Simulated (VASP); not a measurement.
# CsBa3 (I4/mmm) in VASP: a series of runs, part 2 of 2

VASP 6.6.1. Earlier steps stand in the parts before.

### Step 3. Single point, PBE

INCAR

```
SYSTEM = CsBa3
PREC     = Accurate       ! precision mode
ENCUT    = 520            ! plane-wave cutoff, eV
EDIFF    = 1E-6           ! SCF threshold, eV
ISMEAR   = -1             ! smearing method
SIGMA    = 0.025          ! smearing width, eV
LREAL    = .FALSE.        ! projectors in reciprocal space
LASPH    = .TRUE.         ! aspherical terms in the spheres
NELM     = 80             ! most SCF steps
ALGO     = Normal         ! electronic algorithm
ISIF     = 2              ! what is computed and relaxed
LWAVE    = .FALSE.        ! write WAVECAR
LCHARG   = .FALSE.        ! write CHGCAR
GGA      = PE             ! functional
ISYM     = 0            
NBANDS   = 28             ! bands
```

KPOINTS

```
regular mesh
0
G
  4 4 5
  0 0 0
```

POSCAR

```
CsBa3
1.0
   -3.2464700000      3.2464700000      6.8033800000
    3.2464700000     -3.2464700000      6.8033800000
    3.2464700000      3.2464700000     -6.8033800000
Cs Ba
1 3
Direct
    0.0000000000      0.0000000000      0.0000000000
    0.7500000000      0.2500000000      0.5000000000
    0.2500000000      0.7500000000      0.5000000000
    0.5000000000      0.5000000000      0.0000000000
```

Potentials or basis: VASP PAW PBE potentials, release 64 (Cs_sv, Ba_sv).

Started as:

```sh
cat potpaw_PBE.64/Cs_sv/POTCAR potpaw_PBE.64/Ba_sv/POTCAR > POTCAR
mpirun -np 1 vasp_std > vasp.out
```

OUTCAR:

```text
SYSTEM = CsBa3
   PREC = Accurate
   ENCUT = 520
   EDIFF = 1E-6
   ISMEAR = -1
   LREAL = .FALSE.
   LASPH = .TRUE.
   NELM = 80
   ISIF = 2
   GGA = PE
   ISYM = 0

 ion  position               nearest neighbor table
   1  0.000  0.000  0.000-
   2  0.750  0.250  0.500-   3 4.59   3 4.59   3 4.59   3 4.59   4 4.70   4 4.70   4 4.70   4 4.70

   3  0.250  0.750  0.500-   2 4.59   2 4.59   2 4.59   2 4.59   4 4.70   4 4.70   4 4.70   4 4.70

   4  0.500  0.500  0.000-   3 4.70   2 4.70   2 4.70   3 4.70   2 4.70   3 4.70   3 4.70   2 4.70

IMPORTANT INFORMATION: All symmetrisations will be switched off!
NOSYMM: (Re-)initialisation of all symmetry stuff for point group C_1.

----------------------------------------------------------------------------------------

                                     Primitive cell

  volume of cell :     286.8187

  direct lattice vectors                    reciprocal lattice vectors
    -3.246470000  3.246470000  6.803380000     0.000000000  0.154013436  0.073492881
     3.246470000 -3.246470000  6.803380000     0.154013436  0.000000000  0.073492881
     3.246470000  3.246470000 -6.803380000     0.154013436  0.154013436  0.000000000

  length of vectors
     8.207625378  8.207625378  8.207625378     0.170649765  0.170649765  0.217807890

  position of ions in fractional coordinates (direct lattice)
     0.000000000  0.000000000  0.000000000
     0.750000000  0.250000000  0.500000000
     0.250000000  0.750000000  0.500000000
     0.500000000  0.500000000  0.000000000

  ion indices of the primitive-cell ions
   primitive index   ion index
                 1           1
                 2           2
                 3           3
                 4           4

----------------------------------------------------------------------------------------

 KPOINTS: regular mesh

Automatic generation of k-mesh.
 Grid dimensions read from file:
 generate k-points for:    4    4    5

 Generating k-lattice:

  Cartesian coordinates                     Fractional coordinates (reciprocal lattice)
     0.000000000  0.038503359  0.018373220     0.250000000 -0.000000000  0.000000000
     0.038503359  0.000000000  0.018373220    -0.000000000  0.250000000  0.000000000
     0.030802687  0.030802687  0.000000000     0.000000000  0.000000000  0.200000000

  Length of vectors
     0.042662441  0.042662441  0.043561578

  Shift w.r.t. Gamma in fractional coordinates (k-lattice)
     0.000000000  0.000000000  0.000000000

 -----------------------------------------------------------------------------
|                                                                             |
|           W    W    AA    RRRRR   N    N  II  N    N   GGGG   !!!           |
|           W    W   A  A   R    R  NN   N  II  NN   N  G    G  !!!           |
|           W    W  A    A  R    R  N N  N  II  N N  N  G       !!!           |
|           W WW W  AAAAAA  RRRRR   N  N N  II  N  N N  G  GGG   !            |
|           WW  WW  A    A  R   R   N   NN  II  N   NN  G    G                |
|           W    W  A    A  R    R  N    N  II  N    N   GGGG   !!!           |
|                                                                             |
|     Your reciprocal lattice and k-lattice belong to different lattice       |
|     classes:                                                                |
|                                                                             |
|        The reciprocal lattice is body-centered tetragonal,                  |
|        whereas your k-lattice is base-centered monoclinic.                  |
|                                                                             |
|     Results are often still useful ...                                      |
|                                                                             |
 -----------------------------------------------------------------------------

 WARNING: IBZKPT: internal override: KBLOWUP is changed to .FALSE.
      ... skipping the blow-up phase ...

 Subroutine IBZKPT returns following result:
 ===========================================

 Found     42 irreducible k-points:

 Following reciprocal coordinates:
            Coordinates               Weight
  0.000000  0.000000  0.000000      1.000000
  0.250000 -0.000000  0.000000      2.000000
  0.500000 -0.000000  0.000000      1.000000
 -0.000000  0.250000  0.000000      2.000000
  0.250000  0.250000  0.000000      2.000000
  0.500000  0.250000  0.000000      2.000000
[... 16 lines left out ...]
  0.000000 -0.250000  0.200000      2.000000
  0.250000 -0.250000  0.200000      2.000000
 [... further k-points ...]
   k-points           NKPTS =     42   k-points in BZ     NKDIM =     42   number of bands    NBANDS=     28
   number of dos      NEDOS =    301   number of ions     NIONS =      4
   total plane-waves  NPLWV = 262144
   dimension x,y,z NGX =    64 NGY =   64 NGZ =   64
   dimension x,y,z NGXF=   128 NGYF=  128 NGZF=  128
   ions per type =               1   3
   NGX,Y,Z   is equivalent  to a cutoff of  12.96, 12.96, 12.96 a.u.
   NGXF,Y,Z  is equivalent  to a cutoff of  25.93, 25.93, 25.93 a.u.
 SYSTEM =  CsBa3
   PREC   = accura    normal or accurate (medium, high low for compatibility)
   ISTART =      0    job   : 0-new  1-cont  2-samecut
   ICHARG =      2    charge: 1-file 2-atom 10-const
   ISPIN  =      1    spin polarized calculation?
   LNONCOLLINEAR =      F non collinear calculations
   LSORBIT =      F    spin-orbit coupling
   LASPH  =      T    aspherical Exc in radial PAW
   ENCUT  =  520.0 eV  38.22 Ry    6.18 a.u.  15.26 15.26 15.26*2*pi/ulx,y,z
   NELM   =     80;   NELMIN=  2; NELMDL= -5     # of ELM steps
   EDIFF  = 0.1E-05   stopping-criterion for ELM
   LREAL  =      F    real-space projection
   EDIFFG = 0.1E-04   stopping-criterion for IOM
   NSW    =      0    number of steps for IOM
   IBRION =     -1    ionic relax: 0-MD 1-quasi-New 2-CG
   NFREE  =      0    steps in history (QN), initial steepest desc. (CG)
   ISIF   =      2    stress and relaxation
   ISYM   =      0    0-nonsym 1-usesym 2-fastsym
   POTIM  = 0.5000    time-step for ionic-motion
   TEBEG  =    0.0;   TEEND  =   0.0 temperature during run
   PSTRESS=    0.0 pullay stress
   NELECT =      39.0000    total number of electrons
   NUPDOWN=      -1.0000    fix difference up-down
   EMIN   =  10.00;   EMAX   =-10.00  energy-range for DOS
   EFERMI =   0.00;   METHOD = LEGACY
   ISMEAR =    -1;   SIGMA  =   0.03  broadening in eV -4-tet -1-fermi 0-gaus
   EFERMI_NEDOS =   21; number of points for ismear=-14 and -15
   IALGO  =     38    algorithm
   IMIX   =      4    mixing-type and parameters
     AMIX     =   0.40;   BMIX     =  1.00
     AMIX_MAG =   1.60;   BMIX_MAG =  1.00
  volume/ion in A,a.u.               =      71.70       483.89
  Fermi-wavevector in a.u.,A,eV,Ry     =   0.841835  1.590838  9.642270  0.708687
  Thomas-Fermi vector in A             =   1.956444
   LORBIT       =      0    0 simple, 1 ext, 2 COOP (PROOUT), +10 PAW based schemes
   GGA     = PE    functional components
[... 5 lines left out ...]
 non-spin polarized calculation
  energy-cutoff  :      520.00
  volume of cell :      286.82
 maximum number of plane-waves:      7758
 NGX is ok and might be reduce to    64
   NGX = 31   NGY = 31   NGZ = 31

 number of electron      39.0000001 magnetization

 Free energy of the ion-electron system (eV)
  ---------------------------------------------------
  ext. energy  EPLUGINS =         0.00000000
  ---------------------------------------------------
  free energy    TOTEN  =        -5.98008852 eV

  energy without entropy =       -5.97090126  energy(sigma->0) =       -5.97549489

 E-fermi :   1.4075     XC(G=0):  -6.9538

 val. band max:        1.3553660853   @ k =   0.5000   0.2500   0.4000
 cond. band min:       1.4337094328   @ k =   0.0000   0.0000   0.2000
 fundamental gap:      0.0783433474
 Fermi energy:         1.4075277105

 k-point     1 :       0.0000    0.0000    0.0000
  band No.  band energies     occupation
      1     -27.9369      2.00000
      2     -27.9134      2.00000
      3     -27.8999      2.00000
      4     -21.5344      2.00000
      5     -13.1711      2.00000
      6     -13.1389      2.00000
[... 20 lines left out ...]
     27       3.0914      0.00000
[... 691 lines left out ...]
      6     -13.1423      2.00000
[... 20 lines left out ...]
     27       2.5145      0.00000
     28       3.1859      0.00000

 [... further k-points ...]

------------------------ aborting loop because EDIFF is reached ----------------------------------------

  FORCE on cell =-STRESS in cart. coord.  units (eV):
  Direction    XX          YY          ZZ          XY          YZ          ZX
  --------------------------------------------------------------------------------------
  -------------------------------------------------------------------------------------
  Total        0.1380184      0.1380157     -0.0807242      0.0175966      0.0607114      0.0607297
  in kB        0.7709747      0.7709594     -0.4509275      0.0982949      0.3391358      0.3392380
  external PRESSURE =       0.3636689 kB  Pullay stress =       0.0000000 kB

 VOLUME and BASIS-vectors are now :
 -----------------------------------------------------------------------------
  energy-cutoff  :      520.00
  volume of cell :      286.82
      direct lattice vectors                 reciprocal lattice vectors
    -3.246470000  3.246470000  6.803380000     0.000000000  0.154013436  0.073492881
     3.246470000 -3.246470000  6.803380000     0.154013436  0.000000000  0.073492881
     3.246470000  3.246470000 -6.803380000     0.154013436  0.154013436  0.000000000

 POSITION                                       TOTAL-FORCE (eV/Angst)
 -----------------------------------------------------------------------------------
      0.00000      0.00000      0.00000         0.000000     -0.000001     -0.000003
      0.00000      3.24647      3.40169         0.002367     -0.002361     -0.000000
      3.24647      0.00000      3.40169        -0.002366      0.002356      0.000016
      0.00000      0.00000      6.80338        -0.000002      0.000006     -0.000014
 -----------------------------------------------------------------------------------
    total drift:                                0.000002      0.000001     -0.000003

  FREE ENERGIE OF THE ION-ELECTRON SYSTEM (eV)
  ---------------------------------------------------
  free  energy   TOTEN  =        -5.9800885247 eV

  energy  without entropy=       -5.9709012578  energy(sigma->0) =       -5.97549489
```

Run time: 8.6 min. Hardware: 1 thread of Intel Xeon Platinum 8259CL at 2.50GHz (Skylake/Cascade Lake), shared host; peak memory 0.74 GiB.

Results:

- Free energy: -5.9801 eV
- Pressure: 0.0 GPa
- Largest force: 0.003 eV/Å
- Band gap on the k mesh: zero (an odd number of electrons rules out a gap without spin polarisation)

Forces on the atoms (eV/Å):
```
Cs   0.000  0.000  0.000
Ba   0.002 -0.002  0.000
Ba  -0.002  0.002  0.000
Ba   0.000  0.000  0.000
```

Stress tensor (GPa, compression positive):
```
 0.08  0.01  0.03
 0.01  0.08  0.03
 0.03  0.03 -0.05
```

Levels at points of the mesh, in eV from the Fermi level:
```tsv
k point	band 16	band 17	band 18	band 19	band 20	band 21	band 22	band 23
(0.00, 0.00, 0.00)	-9.81	-2.58	-0.63	-0.12	0.06	0.11	0.70	0.70
(0.50, 0.00, 0.00)	-9.81	-1.28	-1.07	0.09	0.09	0.23	0.51	0.65
(0.00, 0.50, 0.00)	-9.81	-1.28	-1.07	0.09	0.09	0.23	0.51	0.65
(0.50, 0.50, 0.00)	-9.81	-0.88	-0.82	-0.59	-0.31	0.47	0.73	0.77
```

Caveat: spin-orbit coupling is left out, which moves the levels of the heavy elements.
